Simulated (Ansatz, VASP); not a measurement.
# Two plane-wave programs on Al2O3

```
Al O
1.0
     2.89678    0.00000    0.00000
    -1.44839    2.50869    0.00000
     0.00000    0.00000    7.57464
Al O
2 3
Direct
  0.00000 0.00000 0.27795
  0.00000 0.00000 0.72205
  0.33333 0.66667 0.19945
  0.66667 0.33333 0.80055
  0.00000 0.00000 0.50000
```

Change from the starting cell: strain -0.040 along x and y, +0.000 along z, atoms carried along.

Alike in both runs: task single point; functional r2SCAN; k mesh 12 × 12 × 4; occupations gaussian, width 0.05 eV; no spin polarisation.

|  | VASP | Ansatz |
| --- | --- | --- |
| version | VASP 6.6.1 | Ansatz 0.2.0 |
| potentials or method | VASP PAW PBE potentials, release 64 (Al, O), cutoff 520 eV | scalar-relativistic, plane waves, PAW |
| valence electrons in the cell | 24 | 24 |

VASP gave:

* gap on the k mesh at the Fermi level (eV): 3.09
* least direct gap on the mesh (eV): 3.09
* pressure (GPa): 8.8
* traceless stress, the component that is largest in VASP (GPa): -13.31
* rms of the force components (eV/Å): 0.377

Estimate Ansatz's values.

gap on the k mesh at the Fermi level (eV): 3.09; least direct gap on the mesh (eV): 3.09; pressure (GPa): 8.7; traceless stress, the component that is largest in VASP (GPa): -13.57; rms of the force components (eV/Å): 0.404.

VASP's potentials were made for PBE, not for r2SCAN. Atom by atom the forces differ by 0.027 eV/Å (rms over components).
